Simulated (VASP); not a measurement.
Ge: relaxation of cell and atoms with PBEsol

Crystal: Ge.

```
CELL_PARAMETERS angstrom
2.95003 0.00000 0.00000
-1.47501 2.55480 0.00000
0.00000 0.00000 4.80926
ATOMIC_POSITIONS crystal
Ge 0.33333 0.66667 0.25000
Ge 0.66667 0.33333 0.75000
```

This isn't the form of Ge at room conditions, which is diamond.

* Program: VASP 6.6.1
* Task: relaxation of cell and atoms
* Functional: PBEsol
* Potentials or basis: VASP PAW PBE potentials, release 64 (Ge_d)
* Cutoff: 600 eV
* k mesh: 21 × 21 × 12
* Occupations: gaussian, width 0.1 eV
* Spin: no spin polarisation
* Dipole correction: no
* Further INCAR settings: ALGO = Normal; EDIFF = 1e-07; IBRION = 2; EDIFFG = -0.01; NSW = 100; ISIF = 3

```
Relaxed volume                        : 18.38 Å³/atom
Relaxed cell                          : a = 2.937 Å, b = 2.937 Å, c = 4.920 Å, α = 90.00°, β = 90.00°, γ = 120.00°
Space group after relaxing (to 0.1 Å) : P6_3/mmc (No. 194)
Energy gained by relaxing             : 1.2 meV/atom
Ionic steps                           : 7
Pressure after relaxing               : 0.0 GPa
Band gap on the k mesh                : zero (bands 14 and 15 overlap by 10.31 eV)
```

Stress tensor (GPa, compression positive):
```
 0.04  0.00  0.00
 0.00  0.04  0.00
 0.00  0.00 -0.05
```

Step by step:
| step | energy change (eV) | largest force (eV/Å) | pressure (GPa) | volume (Å³) |
| --- | --- | --- | --- | --- |
| 1 | 0.0000 | 0.0000 | 0.99 | 36.25 |
| 2 | -0.0016 | 0.0000 | -0.08 | 36.83 |
| 3 | -0.0016 | 0.0000 | -0.11 | 36.80 |
| 4 | -0.0016 | 0.0000 | -0.05 | 36.77 |
| 5 | -0.0018 | 0.0000 | -0.09 | 36.77 |
| 6 | -0.0022 | 0.0000 | -0.04 | 36.76 |
| 7 | -0.0024 | 0.0000 | 0.01 | 36.76 |

Final structure:
```xyz
2
Lattice="2.9372 0.0000 0.0000 -1.4686 2.5437 0.0000 0.0000 0.0000 4.9197" Properties=species:S:1:pos:R:3 pbc="T T T"
Ge    0.0000    1.6958    1.2299
Ge    1.4686    0.8479    3.6898
```

Levels at points of the mesh, in eV from the Fermi level:
| k point | band 12 | band 13 | band 14 | band 15 | band 16 | band 17 |
| --- | --- | --- | --- | --- | --- | --- |
| (0.00, 0.00, 0.00) | -8.28 | -5.81 | 7.31 | 7.31 | 8.82 | 9.15 |
| (0.00, 0.00, 0.50) | -11.90 | 0.80 | 0.80 | 8.30 | 8.30 | 8.30 |

Run time: 9.9 min on 1 thread of Intel(R) Xeon(R) Platinum 8259CL CPU @ 2.50GHz (Skylake/Cascade Lake) (shared host), peak memory 0.34 GiB.

Caveat: the PAW data sets were made with another functional, which shifts forces and pressure a little.
